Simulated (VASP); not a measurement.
# GaMo (P6_3/mmc) in VASP: relaxation of cell and atoms with PBE

Aim: the relaxation of cell and atoms of GaMo with PBE.

All numbers are computed with VASP 6.6.1; they aren't measurements. Logs are shortened: lines on timing, memory, paths and dates and some standing lists are left out, and cuts for length are marked.

## Step 1: The cell of the first run

The structure is hexagonal, space group P6_3/mmc (No. 194). The conventional cell has a = 4.037 Å, b = 4.037 Å, c = 4.901 Å, α = 90.00°, β = 90.00°, γ = 120.00°. Ga (site symmetry -3m) has 2 Ga at 2.45 Å and 6 Mo at 2.63 Å within 3.2 Å. Within 3.5 Å of Mo (site symmetry -6m2) lie 6 Ga at 2.63 Å and 6 Mo at 3.38 Å.

The cell was generated, and may not be a known phase.

## Step 2: Relaxation of cell and atoms, PBE

Input file INCAR:

```
PREC     = Accurate       # precision mode
ENCUT    = 600            # plane-wave cutoff, eV
EDIFF    = 1E-6           # SCF threshold, eV
ISMEAR   = 0              # smearing method
SIGMA    = 0.2            # smearing width, eV
LREAL    = F              # projectors in reciprocal space
LASPH    = T              # aspherical terms in the spheres
NELM     = 60             # most SCF steps
ALGO     = Fast           # electronic algorithm
ISIF     = 3              # what is computed and relaxed
LWAVE    = F              # write WAVECAR
LCHARG   = F              # write CHGCAR
GGA      = PE             # functional
IBRION   = 2              # ionic algorithm
NSW      = 36             # ionic steps
EDIFFG   = -0.08          # ionic threshold
```

Input file KPOINTS:

```
regular mesh
0
Gamma
  6 6 4
```

Input file POSCAR:

```
GaMo
1.0
    4.0372248100      0.0000000000      0.0000000000
   -2.0186124000      3.4963392400      0.0000000000
    0.0000000000      0.0000000000      4.9005531700
Ga Mo
2 2
Direct
    0.0000000000      0.0000000000      0.0000000000
    0.0000000000      0.0000000000      0.5000000000
    0.3333333300      0.6666666700      0.2500000000
    0.6666666700      0.3333333300      0.7500000000
```

Potentials or basis: VASP PAW PBE potentials, release 64 (Ga_d, Mo_sv).

Run with:

```bash
$ cat potpaw_PBE.64/Ga_d/POTCAR potpaw_PBE.64/Mo_sv/POTCAR > POTCAR
$ mpirun -np 1 vasp_std > vasp.out
```

OUTCAR:

```text
PREC = Accurate
   ENCUT = 600
   EDIFF = 1E-6
   ISMEAR = 0
   LREAL = F
   LASPH = T
   NELM = 60
   ISIF = 3
   GGA = PE
   IBRION = 2
   NSW = 36
   EDIFFG = -0.08

 ion  position               nearest neighbor table
   1  0.000  0.000  0.000-   2 2.45   2 2.45   4 2.63   3 2.63   3 2.63   4 2.63   4 2.63   3 2.63

   2  0.000  0.000  0.500-   1 2.45   1 2.45   4 2.63   3 2.63   3 2.63   4 2.63   4 2.63   3 2.63

   3  0.333  0.667  0.250-   1 2.63   2 2.63   1 2.63   2 2.63   1 2.63   2 2.63   4 3.38   4 3.38
                             4 3.38   4 3.38   4 3.38   4 3.38
   4  0.667  0.333  0.750-   1 2.63   2 2.63   1 2.63   2 2.63   1 2.63   2 2.63   3 3.38   3 3.38
                             3 3.38   3 3.38   3 3.38   3 3.38

  LATTYP: Found a hexagonal cell.
 ALAT       =     4.0372248100
 C/A-ratio  =     1.2138420327

  Lattice vectors:

 A1 = (   4.0372248100,   0.0000000000,   0.0000000000)
 A2 = (  -2.0186124000,   3.4963392400,   0.0000000000)
 A3 = (   0.0000000000,   0.0000000000,   4.9005531700)

Analysis of symmetry for initial positions (statically):
=====================================================================
 Subroutine PRICEL returns:
 Original cell was already a primitive cell.

 Routine SETGRP: Setting up the symmetry group for a
 hexagonal supercell.

 Subroutine GETGRP returns: Found 24 space group operations
 (whereof 12 operations were pure point group operations)
 out of a pool of 24 trial point group operations.

The static configuration has the point symmetry D_3d.
 The point group associated with its full space group is D_6h.

Analysis of symmetry for dynamics (positions and initial velocities):
=====================================================================
 Subroutine PRICEL returns:
 Original cell was already a primitive cell.

 Routine SETGRP: Setting up the symmetry group for a
 hexagonal supercell.

 Subroutine GETGRP returns: Found 24 space group operations
 (whereof 12 operations were pure point group operations)
 out of a pool of 24 trial point group operations.

The dynamic configuration has the point symmetry D_3d.
 The point group associated with its full space group is D_6h.

 Subroutine INISYM returns: Found 24 space group operations
 (whereof 12 operations are pure point group operations),
 and found     1 'primitive' translations

----------------------------------------------------------------------------------------

                                     Primitive cell

  volume of cell :      69.1738

  direct lattice vectors                    reciprocal lattice vectors
     4.037224810  0.000000000  0.000000000     0.247694901  0.143006718  0.000000000
    -2.018612400  3.496339240  0.000000000     0.000000000  0.286013436  0.000000000
     0.000000000  0.000000000  4.900553170     0.000000000  0.000000000  0.204058596

  length of vectors
     4.037224810  4.037224802  4.900553170     0.286013436  0.286013436  0.204058596

  position of ions in fractional coordinates (direct lattice)
     0.000000000  0.000000000  0.000000000
     0.000000000  0.000000000  0.500000000
     0.333333330  0.666666670  0.250000000
     0.666666670  0.333333330  0.750000000

  ion indices of the primitive-cell ions
   primitive index   ion index
                 1           1
                 2           2
                 3           3
                 4           4

----------------------------------------------------------------------------------------

 KPOINTS: regular mesh

Automatic generation of k-mesh.
 Grid dimensions read from file:
 generate k-points for:    6    6    4

 Generating k-lattice:

  Cartesian coordinates                     Fractional coordinates (reciprocal lattice)
     0.041282484  0.023834453  0.000000000     0.166666667  0.000000000  0.000000000
     0.000000000  0.047668906  0.000000000     0.000000000  0.166666667  0.000000000
     0.000000000  0.000000000  0.051014649     0.000000000  0.000000000  0.250000000

  Length of vectors
     0.047668906  0.047668906  0.051014649

  Shift w.r.t. Gamma in fractional coordinates (k-lattice)
     0.000000000  0.000000000  0.000000000

 Subroutine IBZKPT returns following result:
 ===========================================

 Found     21 irreducible k-points:

 Following reciprocal coordinates:
            Coordinates               Weight
  0.000000  0.000000  0.000000      1.000000
  0.166667 -0.000000  0.000000      6.000000
  0.333333 -0.000000  0.000000      6.000000
  0.500000 -0.000000  0.000000      3.000000
  0.166667  0.166667  0.000000      6.000000
  0.333333  0.166667  0.000000     12.000000
[... 13 lines left out ...]
  0.333333  0.166667  0.500000     12.000000
  0.333333  0.333333  0.500000      2.000000
   k-points           NKPTS =     21   k-points in BZ     NKDIM =     21   number of bands    NBANDS=     32
   number of dos      NEDOS =    301   number of ions     NIONS =      4
   total plane-waves  NPLWV =  40960
   dimension x,y,z NGX =    32 NGY =   32 NGZ =   40
   dimension x,y,z NGXF=    64 NGYF=   64 NGZF=   80
   ions per type =               2   2
   NGX,Y,Z   is equivalent  to a cutoff of  13.18, 13.18, 13.57 a.u.
   NGXF,Y,Z  is equivalent  to a cutoff of  26.35, 26.35, 27.14 a.u.
 SYSTEM =  unknown system
   PREC   = accura    normal or accurate (medium, high low for compatibility)
   ISTART =      0    job   : 0-new  1-cont  2-samecut
   ICHARG =      2    charge: 1-file 2-atom 10-const
   ISPIN  =      1    spin polarized calculation?
   LNONCOLLINEAR =      F non collinear calculations
   LSORBIT =      F    spin-orbit coupling
   LASPH  =      T    aspherical Exc in radial PAW
   ENCUT  =  600.0 eV  44.10 Ry    6.64 a.u.   8.06  8.06  9.79*2*pi/ulx,y,z
   NELM   =     60;   NELMIN=  2; NELMDL= -5     # of ELM steps
   EDIFF  = 0.1E-05   stopping-criterion for ELM
   LREAL  =      F    real-space projection
   EDIFFG = -.8E-01   stopping-criterion for IOM
   NSW    =     36    number of steps for IOM
   IBRION =      2    ionic relax: 0-MD 1-quasi-New 2-CG
   NFREE  =      1    steps in history (QN), initial steepest desc. (CG)
   ISIF   =      3    stress and relaxation
   ISYM   =      2    0-nonsym 1-usesym 2-fastsym
   POTIM  = 0.5000    time-step for ionic-motion
   TEBEG  =    0.0;   TEEND  =   0.0 temperature during run
   PSTRESS=    0.0 pullay stress
   NELECT =      54.0000    total number of electrons
   NUPDOWN=      -1.0000    fix difference up-down
   EMIN   =  10.00;   EMAX   =-10.00  energy-range for DOS
   EFERMI =   0.00;   METHOD = LEGACY
   ISMEAR =     0;   SIGMA  =   0.20  broadening in eV -4-tet -1-fermi 0-gaus
   EFERMI_NEDOS =   21; number of points for ismear=-14 and -15
   IALGO  =     68    algorithm
   IMIX   =      4    mixing-type and parameters
     AMIX     =   0.40;   BMIX     =  1.00
     AMIX_MAG =   1.60;   BMIX_MAG =  1.00
  volume/ion in A,a.u.               =      17.29       116.70
  Fermi-wavevector in a.u.,A,eV,Ry     =   1.507390  2.848554 30.915481  2.272224
  Thomas-Fermi vector in A             =   2.617982
   LORBIT       =      0    0 simple, 1 ext, 2 COOP (PROOUT), +10 PAW based schemes
   GGA     = PE    functional components
   LHFCALC =     F    Hartree Fock is set to
   AEXX    =    0.0000 exact exchange contribution
   IVDW    =     0    specifies the selected vdW correction
   LEPSILON=     F    determine dielectric tensor
   LRPA    =     F    only Hartree local field effects (RPA)
 conjugate gradient relaxation of ions
 non-spin polarized calculation
 RMM-DIIS sequential band-by-band and
 Gauss-broadening in eV      SIGMA  =   0.20
  energy-cutoff  :      600.00
  volume of cell :       69.17
 maximum number of plane-waves:      2328
   NGX = 17   NGY = 17   NGZ = 19

--------------------------------------- Ionic step        1  -------------------------------------------

 number of electron      53.9999986 magnetization

 Free energy of the ion-electron system (eV)
  ---------------------------------------------------
  ext. energy  EPLUGINS =         0.00000000
  ---------------------------------------------------
  free energy    TOTEN  =       -25.42010757 eV

  energy without entropy =      -25.30280818  energy(sigma->0) =      -25.36145787

------------------------ aborting loop because EDIFF is reached ----------------------------------------

  FORCE on cell =-STRESS in cart. coord.  units (eV):
  Direction    XX          YY          ZZ          XY          YZ          ZX
  --------------------------------------------------------------------------------------
  -------------------------------------------------------------------------------------
  Total       -2.2855048     -2.2855048      2.3914605     -0.0000000     -0.0000000      0.0000000
  in kB      -52.9359986    -52.9359984     55.3901044     -0.0000001     -0.0000000      0.0000000
  external PRESSURE =     -16.8272975 kB  Pullay stress =       0.0000000 kB

 VOLUME and BASIS-vectors are now :
 -----------------------------------------------------------------------------
  energy-cutoff  :      600.00
  volume of cell :       69.17
      direct lattice vectors                 reciprocal lattice vectors
     4.037224810  0.000000000  0.000000000     0.247694901  0.143006718  0.000000000
    -2.018612400  3.496339240  0.000000000     0.000000000  0.286013436  0.000000000
     0.000000000  0.000000000  4.900553170     0.000000000  0.000000000  0.204058596
[... 115 lines left out ...]
 POSITION                                       TOTAL-FORCE (eV/Angst)
 -----------------------------------------------------------------------------------
      0.00000      0.00000      0.00000        -0.000000      0.000000     -0.000000
     -1.94573      3.37010      2.66019        -0.000000      0.000000     -0.000000
     -0.00000      2.24673      1.33010         0.000000      0.000000      0.000000
      1.94573      1.12337      3.99029        -0.000000     -0.000000     -0.000000
 -----------------------------------------------------------------------------------
    total drift:                                0.000000     -0.000000     -0.000000

  FREE ENERGIE OF THE ION-ELECTRON SYSTEM (eV)
  ---------------------------------------------------
  free  energy   TOTEN  =       -25.5536532348 eV

  energy  without entropy=      -25.4493682146  energy(sigma->0) =      -25.50151072

--------------------------------------- Ionic step        5  -------------------------------------------

 number of electron      53.9999990 magnetization

 Free energy of the ion-electron system (eV)
  ---------------------------------------------------
  ext. energy  EPLUGINS =         0.00000000
  ---------------------------------------------------
  free energy    TOTEN  =       -25.56914830 eV

  energy without entropy =      -25.46431511  energy(sigma->0) =      -25.51673171

 E-fermi :   8.4193     XC(G=0): -12.1009

 val. band max:        8.4058527373   @ k =   0.3333   0.3333   0.5000
 cond. band min:       8.4719275758   @ k =   0.5000  -0.0000   0.2500
 fundamental gap:      0.0660748385
 Fermi energy:         8.4192585943

 k-point     1 :       0.0000    0.0000    0.0000
  band No.  band energies     occupation
      1     -52.6493      2.00000
      2     -52.6309      2.00000
      3     -26.8531      2.00000
      4     -26.7327      2.00000
      5     -26.7327      2.00000
      6     -26.6885      2.00000
[... 746 lines left out ...]
 POSITION                                       TOTAL-FORCE (eV/Angst)
 -----------------------------------------------------------------------------------
      0.00000      0.00000      0.00000         0.000000     -0.000000     -0.000000
      0.00000     -0.00000      2.61012         0.000000     -0.000000     -0.000000
     -0.00000      2.24630      1.30506        -0.000000     -0.000000     -0.000000
      1.94535      1.12315      3.91517         0.000000      0.000000      0.000000
 -----------------------------------------------------------------------------------
    total drift:                                0.000000     -0.000000     -0.000000

  FREE ENERGIE OF THE ION-ELECTRON SYSTEM (eV)
  ---------------------------------------------------
  free  energy   TOTEN  =       -25.5691483001 eV

  energy  without entropy=      -25.4643151102  energy(sigma->0) =      -25.51673171

 reached required accuracy - stopping structural energy minimisation
```

It took 5.4 min on 1 thread of Intel Xeon Platinum 8259CL at 2.50GHz (Skylake/Cascade Lake), shared host; peak memory 0.23 GiB.

Results:

```yaml
Free_energy: -25.5691 eV
Relaxed_volume: 17.11 Å³/atom
Relaxed_cell: a = 3.891 Å, b = 3.891 Å, c = 5.220 Å, α = 90.00°, β = 90.00°, γ = 120.00°
Space_group_after_relaxing_to_0.1_Å: P6_3/mmc (No. 194)
Energy_gained_by_relaxing: 37.3 meV/atom
Ionic_steps: 5
Pressure_after_relaxing: -0.3 GPa
Band_gap_on_the_k_mesh: zero (bands 27 and 28 overlap by 0.87 eV)
```

The path:
| step | energy change (eV) | largest force (eV/Å) | pressure (GPa) | volume (Å³) |
| --- | --- | --- | --- | --- |
| 1 | 0.0000 | 0.0000 | -1.68 | 69.17 |
| 2 | -0.1146 | 0.0000 | 2.32 | 67.30 |
| 3 | -0.1198 | 0.0000 | 3.83 | 66.67 |
| 4 | -0.1335 | 0.0000 | -2.96 | 69.77 |
| 5 | -0.1490 | 0.0000 | -0.27 | 68.43 |

Final structure:
```
CELL_PARAMETERS angstrom
3.89070 0.00000 0.00000
-1.94535 3.36944 0.00000
0.00000 0.00000 5.22023
ATOMIC_POSITIONS crystal
Ga 0.00000 0.00000 0.00000
Ga 0.00000 0.00000 0.50000
Mo 0.33333 0.66667 0.25000
Mo 0.66667 0.33333 0.75000
```

Levels at points of the mesh, in eV from the Fermi level:
```
           k point  band 23  band 24  band 25  band 26  band 27  band 28  band 29  band 30  band 31  band 32
(0.00, 0.00, 0.00)    -2.74    -0.97    -0.97    -0.78    -0.78    -0.42    -0.42    -0.42     1.89     5.75
(0.50, 0.00, 0.00)    -2.69    -2.25    -1.91    -0.73     0.35     0.49     0.89     1.03     1.36     2.42
(0.00, 0.00, 0.50)    -2.42    -2.42    -1.35    -1.35     0.31     0.31     0.31     0.31     5.56     5.56
(0.50, 0.00, 0.50)    -1.94    -1.94    -1.79    -1.79     0.09     0.09     0.43     0.43     1.94     1.94
```

The gap in the log of VASP goes by the Fermi energy; the results here count the filled bands.